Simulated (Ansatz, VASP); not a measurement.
## In2As3: VASP beside Ansatz

```
In As
1.0
     5.29539    0.00000    0.00000
     0.00000    5.29539    0.00000
     0.00000    0.00000    5.29539
In As
2 3
Direct
  0.50000 0.50000 0.50000
  0.00000 0.00000 0.00000
  0.00000 0.50000 0.50000
  0.50000 0.00000 0.50000
  0.50000 0.50000 0.00000
```

Alike in both runs: functional PBE; k mesh 4 × 4 × 4; occupations gaussian, width 0.1 eV; no spin polarisation.

Ansatz relaxed the structure, and its values are those at the end. VASP's run is a single point on that final structure, the one shown.

```csv
,VASP,Ansatz
version,VASP 6.6.1,Ansatz 0.2.0
potentials or method,"VASP PAW PBE potentials, release 64 (In_d, As), cutoff 520 eV","scalar-relativistic, plane waves, PAW"
valence electrons in the cell,41,71
```

Ansatz gave:

```
gap on the k mesh at the Fermi level (eV) : none
pressure (GPa)                            : 0.0
```

Task: What did VASP give for the same quantities?

Result: gap on the k mesh at the Fermi level (eV): none; pressure (GPa): 0.1.

A gap of «none» marks a metal or a gap that the smearing closes. VASP's potentials hold 41 valence electrons a cell and Ansatz's 71, so a difference there can come from the potentials and not from the codes.
